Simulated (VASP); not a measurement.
Set up this calculation in VASP 6.6.1, as the native input.

| Item | Value |
| --- | --- |
| Task | single point |
| Functional | PBE |
| Potentials or basis | VASP PAW PBE potentials, release 64 (Ge_d, S) |
| Cutoff | 500 eV |
| k mesh | 4 × 8 × 6 |
| Occupations | gaussian, width 0.02 eV |
| Spin | no spin polarisation |
| Dipole correction | no |
| Further INCAR settings | ALGO = Normal; EDIFF = 1e-06; NBANDS = 50 |

The structure of GeS lies in POSCAR:

```
GeS
1.0
   10.7805122337      0.0000000000      0.0000000000
    0.0000000000      3.6678294523      0.0000000000
    0.0000000000      0.0000000000      4.4504162726
Ge S
4 4
Direct
    0.1259048327      0.2500000000      0.1349203704
    0.8740951673      0.7500000000      0.8650796296
    0.3740951673      0.7500000000      0.6349203704
    0.6259048327      0.2500000000      0.3650796296
    0.8471176922      0.2500000000      0.5025596583
    0.1528823078      0.7500000000      0.4974403417
    0.6528823078      0.7500000000      0.0025596583
    0.3471176922      0.2500000000      0.9974403417
```

The input as run:

INCAR

```
SYSTEM = GeS
ALGO = Normal
EDIFF = 1E-6
ENCUT = 500
GGA = PE
GGA_COMPAT = .False.
ISIF = 2
ISMEAR = 0
LASPH = .True.
LCHARG = .False.
LREAL = .False.
LWAVE = .False.
NBANDS = 50
NELM = 120
PREC = Accurate
SIGMA = 0.02
```

KPOINTS

```
k-points
0
Gamma
  4 8 6
  0 0 0
```

Potentials or basis: VASP PAW PBE potentials, release 64 (Ge_d, S).

Command:

```console
$ cat potpaw_PBE.64/Ge_d/POTCAR potpaw_PBE.64/S/POTCAR > POTCAR
$ mpirun -np 1 vasp_std > vasp.out
```

It gave:

| Property | Result |
| --- | --- |
| Pressure | -0.1 GPa |
| Largest force | 0.005 eV/Å |
| Band gap on the k mesh | 1.24 eV |

It took 9.3 min on 1 thread of AMD EPYC 7R43 64-Core Processor (Zen 3), on a shared host, peak memory 0.45 GiB.
